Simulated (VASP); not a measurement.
# Sn in VASP: a series of runs, part 2 of 2

VASP 6.6.1. The steps go on from the part before.

## Step 5: Single point, PBE (equal xx and yy strain of -1 %)

INCAR reads:

```
SYSTEM = Sn
ALGO     = Normal         ! electronic algorithm
EDIFF    = 1E-7           ! SCF threshold, eV
ENCUT    = 520            ! plane-wave cutoff, eV
GGA      = PE             ! functional
ISIF     = 2              ! what is computed and relaxed
ISMEAR   = -1             ! smearing method
LASPH    = .TRUE.         ! aspherical terms in the spheres
LCHARG   = .FALSE.        ! write CHGCAR
LREAL    = .FALSE.        ! projectors in reciprocal space
LWAVE    = .FALSE.        ! write WAVECAR
NBANDS   = 21             ! bands
NELM     = 80             ! most SCF steps
PREC     = Accurate       ! precision mode
SIGMA    = 0.03           ! smearing width, eV
```

KPOINTS reads:

```
k-points
0
G
  9 9 9
  0 0 0
```

POSCAR reads:

```
Sn
1.0
    0.0000000000      3.2131440000      3.2456000000
    3.2131440000      0.0000000000      3.2456000000
    3.2131440000      3.2131440000      0.0000000000
Sn
2
Direct
    0.5000000000      0.5000000000      0.5000000000
    0.7500000000      0.7500000000      0.7500000000
```

Potentials or basis: VASP PAW PBE potentials, release 64 (Sn_d).

On the command line:

```console
$ cat potpaw_PBE.64/Sn_d/POTCAR > POTCAR
$ mpirun -np 1 vasp_std > vasp.out
```

OUTCAR:

```text
SYSTEM = Sn
   EDIFF = 1E-7
   ENCUT = 520
   GGA = PE
   ISIF = 2
   ISMEAR = -1
   LASPH = .TRUE.
   LREAL = .FALSE.
   NELM = 80
   PREC = Accurate

 ion  position               nearest neighbor table
   1  0.500  0.500  0.500-   2 2.79   2 2.79   2 2.79   2 2.79
   2  0.750  0.750  0.750-   1 2.79   1 2.79   1 2.79   1 2.79

  LATTYP: Found a body centered tetragonal cell.
 ALAT       =     4.5440718227
 C/A-ratio  =     1.4284985479

  Lattice vectors:

 A1 = (  -3.2131440000,   0.0000000000,   3.2456000000)
 A2 = (   3.2131440000,   0.0000000000,   3.2456000000)
 A3 = (   0.0000000000,   3.2131440000,  -3.2456000000)

Analysis of symmetry for initial positions (statically):
=====================================================================
 Subroutine PRICEL returns:
 Original cell was already a primitive cell.

 Routine SETGRP: Setting up the symmetry group for a
 body centered tetragonal supercell.

 Subroutine GETGRP returns: Found 16 space group operations
 (whereof  8 operations were pure point group operations)
 out of a pool of 16 trial point group operations.

The static configuration has the point symmetry D_2d.
 The point group associated with its full space group is D_4h.

Analysis of symmetry for dynamics (positions and initial velocities):
=====================================================================
 Subroutine PRICEL returns:
 Original cell was already a primitive cell.

 Routine SETGRP: Setting up the symmetry group for a
 body centered tetragonal supercell.

 Subroutine GETGRP returns: Found 16 space group operations
 (whereof  8 operations were pure point group operations)
 out of a pool of 16 trial point group operations.

The dynamic configuration has the point symmetry D_2d.
 The point group associated with its full space group is D_4h.

 Subroutine INISYM returns: Found 16 space group operations
 (whereof  8 operations are pure point group operations),
 and found     1 'primitive' translations

----------------------------------------------------------------------------------------

                                     Primitive cell

  volume of cell :      67.0171

  direct lattice vectors                    reciprocal lattice vectors
     0.000000000  3.213144000  3.245600000    -0.155610829  0.155610829  0.154054720
     3.213144000  0.000000000  3.245600000     0.155610829 -0.155610829  0.154054720
     3.213144000  3.213144000  0.000000000     0.155610829  0.155610829 -0.154054720

  length of vectors
     4.567079343  4.567079343  4.544071823     0.268630446  0.268630446  0.268630446

  position of ions in fractional coordinates (direct lattice)
     0.500000000  0.500000000  0.500000000
     0.750000000  0.750000000  0.750000000

  ion indices of the primitive-cell ions
   primitive index   ion index
                 1           1
                 2           2

----------------------------------------------------------------------------------------

 KPOINTS: k-points

Automatic generation of k-mesh.
 Grid dimensions read from file:
 generate k-points for:    9    9    9

 Generating k-lattice:

  Cartesian coordinates                     Fractional coordinates (reciprocal lattice)
    -0.017290092  0.017290092  0.017117191     0.111111111  0.000000000  0.000000000
     0.017290092 -0.017290092  0.017117191     0.000000000  0.111111111  0.000000000
     0.017290092  0.017290092 -0.017117191     0.000000000  0.000000000  0.111111111

  Length of vectors
     0.029847827  0.029847827  0.029847827

  Shift w.r.t. Gamma in fractional coordinates (k-lattice)
     0.000000000  0.000000000  0.000000000

 Subroutine IBZKPT returns following result:
 ===========================================

 Found     75 irreducible k-points:

 Following reciprocal coordinates:
            Coordinates               Weight
  0.000000  0.000000  0.000000      1.000000
  0.111111 -0.000000  0.000000      8.000000
  0.222222  0.000000  0.000000      8.000000
  0.333333 -0.000000  0.000000      8.000000
  0.444444  0.000000  0.000000      8.000000
  0.111111  0.111111  0.000000      2.000000
[... 16 lines left out ...]
 -0.333333  0.333333  0.000000      4.000000
  0.444444  0.444444  0.000000      2.000000
 [... further k-points ...]
   k-points           NKPTS =     75   k-points in BZ     NKDIM =     75   number of bands    NBANDS=     21
   number of dos      NEDOS =    301   number of ions     NIONS =      2
   total plane-waves  NPLWV =  46656
   dimension x,y,z NGX =    36 NGY =   36 NGZ =   36
   dimension x,y,z NGXF=    72 NGYF=   72 NGZF=   72
   ions per type =               2
   NGX,Y,Z   is equivalent  to a cutoff of  13.10, 13.10, 13.17 a.u.
   NGXF,Y,Z  is equivalent  to a cutoff of  26.21, 26.21, 26.34 a.u.
 SYSTEM =  Sn
   PREC   = accura    normal or accurate (medium, high low for compatibility)
   ISTART =      0    job   : 0-new  1-cont  2-samecut
   ICHARG =      2    charge: 1-file 2-atom 10-const
   ISPIN  =      1    spin polarized calculation?
   LNONCOLLINEAR =      F non collinear calculations
   LSORBIT =      F    spin-orbit coupling
   LASPH  =      T    aspherical Exc in radial PAW
   ENCUT  =  520.0 eV  38.22 Ry    6.18 a.u.   8.49  8.49  8.45*2*pi/ulx,y,z
   NELM   =     80;   NELMIN=  2; NELMDL= -5     # of ELM steps
   EDIFF  = 0.1E-06   stopping-criterion for ELM
   LREAL  =      F    real-space projection
   EDIFFG = 0.1E-05   stopping-criterion for IOM
   NSW    =      0    number of steps for IOM
   IBRION =     -1    ionic relax: 0-MD 1-quasi-New 2-CG
   NFREE  =      0    steps in history (QN), initial steepest desc. (CG)
   ISIF   =      2    stress and relaxation
   ISYM   =      2    0-nonsym 1-usesym 2-fastsym
   POTIM  = 0.5000    time-step for ionic-motion
   TEBEG  =    0.0;   TEEND  =   0.0 temperature during run
   PSTRESS=    0.0 pullay stress
   NELECT =      28.0000    total number of electrons
   NUPDOWN=      -1.0000    fix difference up-down
   EMIN   =  10.00;   EMAX   =-10.00  energy-range for DOS
   EFERMI =   0.00;   METHOD = LEGACY
   ISMEAR =    -1;   SIGMA  =   0.03  broadening in eV -4-tet -1-fermi 0-gaus
   EFERMI_NEDOS =   21; number of points for ismear=-14 and -15
   IALGO  =     38    algorithm
   IMIX   =      4    mixing-type and parameters
     AMIX     =   0.40;   BMIX     =  1.00
     AMIX_MAG =   1.60;   BMIX_MAG =  1.00
  volume/ion in A,a.u.               =      33.51       226.13
  Fermi-wavevector in a.u.,A,eV,Ry     =   1.223862  2.312763 20.379320  1.497838
  Thomas-Fermi vector in A             =   2.358957
   LORBIT       =      0    0 simple, 1 ext, 2 COOP (PROOUT), +10 PAW based schemes
   GGA     = PE    functional components
   LHFCALC =     F    Hartree Fock is set to
   AEXX    =    0.0000 exact exchange contribution
   IVDW    =     0    specifies the selected vdW correction
   LEPSILON=     F    determine dielectric tensor
   LRPA    =     F    only Hartree local field effects (RPA)
 non-spin polarized calculation
  energy-cutoff  :      520.00
  volume of cell :       67.02
 maximum number of plane-waves:      1832
 NGX is ok and might be reduce to    36
   NGX = 17   NGY = 17   NGZ = 17

 number of electron      28.0000010 magnetization

 Free energy of the ion-electron system (eV)
  ---------------------------------------------------
  ext. energy  EPLUGINS =         0.00000000
  ---------------------------------------------------
  free energy    TOTEN  =        -7.60767257 eV

  energy without entropy =       -7.60719220  energy(sigma->0) =       -7.60743238

 E-fermi :   5.8621     XC(G=0):  -8.9599

 val. band max:        5.7194955635   @ k =   0.1111  -0.0000   0.0000
 cond. band min:       5.8907352659   @ k =   0.0000   0.0000   0.0000
 fundamental gap:      0.1712397024
 Fermi energy:         5.8620800049

 k-point     1 :       0.0000    0.0000    0.0000
  band No.  band energies     occupation
      1     -15.8752      2.00000
      2     -15.8752      2.00000
      3     -15.8709      2.00000
      4     -15.8123      2.00000
      5     -15.8106      2.00000
      6     -15.4905      2.00000
[... 13 lines left out ...]
     20      13.7727      0.00000
     21      13.9397      0.00000

 k-point     2 :       0.1111   -0.0000    0.0000
  band No.  band energies     occupation
      1     -15.8847      2.00000
      2     -15.8821      2.00000
      3     -15.8705      2.00000
      4     -15.7988      2.00000
      5     -15.7975      2.00000
      6     -15.5064      2.00000
[... 520 lines left out ...]
 k-point    24 :       0.4444    0.4444    0.0000
  band No.  band energies     occupation
      1     -15.9290      2.00000
      2     -15.9290      2.00000
      3     -15.8188      2.00000
      4     -15.7572      2.00000
      5     -15.6708      2.00000
      6     -15.6129      2.00000
[... 13 lines left out ...]
     20      15.8590      0.00000
     21      16.1301      0.00000

 [... further k-points ...]
[... 5 lines left out ...]
  --------------------------------------------------------------------------------------
  -------------------------------------------------------------------------------------
  Total        1.8011223      1.8011223      1.6720979      0.0000000      0.0000000      0.0000000
  in kB       43.0594435     43.0594435     39.9748560      0.0000000      0.0000000      0.0000000
  external PRESSURE =      42.0312477 kB  Pullay stress =       0.0000000 kB

 VOLUME and BASIS-vectors are now :
 -----------------------------------------------------------------------------
  energy-cutoff  :      520.00
  volume of cell :       67.02
      direct lattice vectors                 reciprocal lattice vectors
     0.000000000  3.213144000  3.245600000    -0.155610829  0.155610829  0.154054720
     3.213144000  0.000000000  3.245600000     0.155610829 -0.155610829  0.154054720
     3.213144000  3.213144000  0.000000000     0.155610829  0.155610829 -0.154054720

 POSITION                                       TOTAL-FORCE (eV/Angst)
 -----------------------------------------------------------------------------------
      3.21314      3.21314      3.24560         0.000000      0.000000     -0.000000
      4.81972      4.81972      4.86840        -0.000000     -0.000000      0.000000
 -----------------------------------------------------------------------------------
    total drift:                                0.000000      0.000000      0.000000

  FREE ENERGIE OF THE ION-ELECTRON SYSTEM (eV)
  ---------------------------------------------------
  free  energy   TOTEN  =        -7.6076725675 eV

  energy  without entropy=       -7.6071922015  energy(sigma->0) =       -7.60743238
```

Wall time 61 s (1 thread of AMD EPYC 9R45 (Zen 5), shared host); peak memory 0.22 GiB.

What came out:

| Property | Result |
| --- | --- |
| Free energy | -7.6077 eV |
| Pressure | 4.2 GPa |
| Band gap on the k mesh | zero (band 14 reaches 5.96 eV, above the bottom of band 15 at 5.90 eV) |

Caveat: the cell differs from its parent crystal (equal xx and yy strain of -1 %); spin-orbit coupling is left out, which moves the levels of the heavy elements.

## Step 6: Single point, PBE (zz strain of -1 %)

INCAR reads:

```
PREC = Accurate ; ENCUT = 520
EDIFF = 1E-6 ; ISMEAR = -1
SIGMA = 0.03 ; LREAL = F
LASPH = T ; NELM = 60
ALGO = Normal ; ISIF = 2
LWAVE = F ; LCHARG = F
GGA = PE ; NBANDS = 21
```

KPOINTS reads:

```
regular mesh
0
Gamma
  9 9 9
```

POSCAR reads:

```
Sn
1.0
    0.0000000000      3.2456000000      3.2131440000
    3.2456000000      0.0000000000      3.2131440000
    3.2456000000      3.2456000000      0.0000000000
Sn
2
Direct
    0.5000000000      0.5000000000      0.5000000000
    0.7500000000      0.7500000000      0.7500000000
```

Potentials or basis: VASP PAW PBE potentials, release 64 (Sn_d).

On the command line:

```console
$ cat potpaw_PBE.64/Sn_d/POTCAR > POTCAR
$ mpirun -np 1 vasp_std > vasp.out
```

It took 57 s on 1 thread of AMD EPYC 9R45 (Zen 5), shared host; peak memory 0.22 GiB.

It converged, with:

```yaml
Free_energy: -7.6245 eV
Pressure: 3.7 GPa
Band_gap_on_the_k_mesh: zero (band 14 reaches 5.81 eV, above the bottom of band 15 at 5.77 eV)
```

Stress tensor (GPa, compression positive):
```
3.57 0.00 0.00
0.00 3.57 0.00
0.00 0.00 3.87
```

Levels at points of the mesh, in eV from the Fermi level:
```
           k point  band 11  band 12  band 13  band 14  band 15  band 16  band 17  band 18
(0.00, 0.00, 0.00)   -10.66    -0.57     0.07     0.07     0.13     2.14     2.18     2.18
```

Caveat: the cell differs from its parent crystal (zz strain of -1 %); spin-orbit coupling is left out, which moves the levels of the heavy elements.

## Step 7: Overview

| cell | gap on the mesh (eV) | pressure (GPa) |
| --- | --- | --- |
| a = 4.620 Å, angles 60.0°, 2 atoms | none | 2.2 |
| a = 4.650 Å, angles 60.0°, 2 atoms | none | 1.3 |
| a = 4.544, b = 4.544, c = 4.590 Å, angles 59.7, 59.7, 60.7°, 2 atoms | - | 4.2 |
| a = 4.567, b = 4.567, c = 4.544 Å, angles 60.2, 60.2, 59.7°, 2 atoms | none | 4.2 |
| a = 4.567, b = 4.567, c = 4.590 Å, angles 59.8, 59.8, 60.3°, 2 atoms | none | 3.7 |

Alike in all rows: task single point; level PBE; potentials or basis VASP PAW PBE potentials, release 64 (Sn_d); no spin polarisation; k mesh 9 × 9 × 9; cutoff (eV) 520; smearing fermi-dirac 0.03 eV.

Caveats: spin-orbit coupling is left out, which moves the levels of the heavy elements.

Total energies depend on the potentials used, so only differences within one code and one set of settings carry meaning.
